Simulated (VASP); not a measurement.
Write the native input for VASP 6.6.1 that does the following.

| Quantity | Value |
| --- | --- |
| Task | single point |
| Functional | LDA |
| Potentials or basis | VASP PAW LDA potentials, release 64 (Ir_sv_GW) |
| Cutoff | 500 eV |
| k mesh | 9 × 9 × 9 |
| Occupations | fermi-dirac, width 0.05 eV |
| Spin | non-collinear spin, zero start, spin-orbit coupling |
| Starting moments | [[0.0, 0.0, 0.0]] μB |
| Dipole correction | no |
| Second run | valence_matched |
| Further INCAR settings | ALGO = Normal; EDIFF = 1e-06; NBANDS = 28 |

The structure of Ir lies in POSCAR:

```
Ir
1.0
    0.0000000000      1.9156000000      1.9156000000
    1.9156000000      0.0000000000      1.9156000000
    1.9156000000      1.9156000000      0.0000000000
Ir
1
Direct
    0.0000000000      0.0000000000      0.0000000000
```

One way to write it, as run:

INCAR

```
SYSTEM = Ir
PREC     = Accurate       ! precision mode
ENCUT    = 500            ! plane-wave cutoff, eV
EDIFF    = 1E-6           ! SCF threshold, eV
ISMEAR   = -1             ! smearing method
SIGMA    = 0.05           ! smearing width, eV
LREAL    = .FALSE.        ! projectors in reciprocal space
LASPH    = .TRUE.         ! aspherical terms in the spheres
NELM     = 200            ! most SCF steps
ALGO     = Normal         ! electronic algorithm
ISIF     = 2              ! what is computed and relaxed
LWAVE    = .FALSE.        ! write WAVECAR
LCHARG   = .FALSE.        ! write CHGCAR
MAGMOM   = 0 0 0          ! initial moments
LORBIT   = 11             ! projections on sites
LSORBIT  = .TRUE.         ! spin-orbit coupling
GGA_COMPAT= .FALSE.      
LORBMOM  = .TRUE.       
LMAXMIX  = 4              ! l up to which the mixer works
NBANDS   = 28             ! bands
```

KPOINTS

```
Automatic mesh
0
G
  9 9 9
  0 0 0
```

Potentials or basis: VASP PAW LDA potentials, release 64 (Ir_sv_GW).

Launch:

```console
$ cat potpaw_LDA.64/Ir_sv_GW/POTCAR > POTCAR
$ mpirun -np 1 vasp_ncl > vasp.out
```

Results of the run:

| Item | Value |
| --- | --- |
| Pressure | -6.4 GPa |
| Net moment | 0.00 μB per cell |
| Valence electrons inside the program's atomic spheres | Ir 16.41 |

Run time: 27 s on 1 thread of Intel(R) Xeon(R) Platinum 8375C CPU @ 2.90GHz (Ice Lake), with other jobs on the host, peak memory 0.16 GiB.
